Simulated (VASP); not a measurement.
Wanted: the native input for a VASP 6.6.1 run.

| Property | Result |
| --- | --- |
| Task | single point |
| Functional | PBE |
| Potentials or basis | VASP PAW PBE potentials, release 64 (B) |
| Cutoff | 520 eV |
| k mesh | 18 × 18 × 12 |
| Occupations | gaussian, width 0.1 eV |
| Spin | no spin polarisation |
| Dipole correction | no |
| Further INCAR settings | ALGO = Normal; EDIFF = 1e-07; NBANDS = 14 |

The structure of B lies in POSCAR:

```
B
1.0
    2.9946251322      0.0000000000      0.0000000000
   -1.4973125661      2.5934214393      0.0000000000
    0.0000000000      0.0000000000      4.0323970634
B
4
Direct
    0.0000000000      0.0000000000      0.2500000000
    0.0000000000      0.0000000000      0.7500000000
    0.3333333333      0.6666666667      0.7500000000
    0.6666666667      0.3333333333      0.2500000000
```

This isn't the form of B at room conditions, which is rhombohedral.

One way to write it, as run:

INCAR

```
SYSTEM = B
PREC = Accurate
ENCUT = 520
EDIFF = 1E-7
ISMEAR = 0
SIGMA = 0.1
LREAL = .FALSE.
LASPH = .TRUE.
NELM = 100
ALGO = Normal
ISIF = 2
LWAVE = .FALSE.
LCHARG = .FALSE.
GGA = PE
NBANDS = 14
```

KPOINTS

```
Automatic mesh
0
G
  18 18 12
  0 0 0
```

Potentials or basis: VASP PAW PBE potentials, release 64 (B).

The run is started by

```console
$ cat potpaw_PBE.64/B/POTCAR > POTCAR
$ mpirun -np 1 vasp_std > vasp.out
```

It gave:

```
Pressure               : 0.0 GPa
Band gap on the k mesh : zero (bands 6 and 7 overlap by 3.49 eV)
```

Run time: 54 s on 1 thread of Intel(R) Xeon(R) Platinum 8375C CPU @ 2.90GHz (Ice Lake) (shared host), peak memory 0.2 GiB.
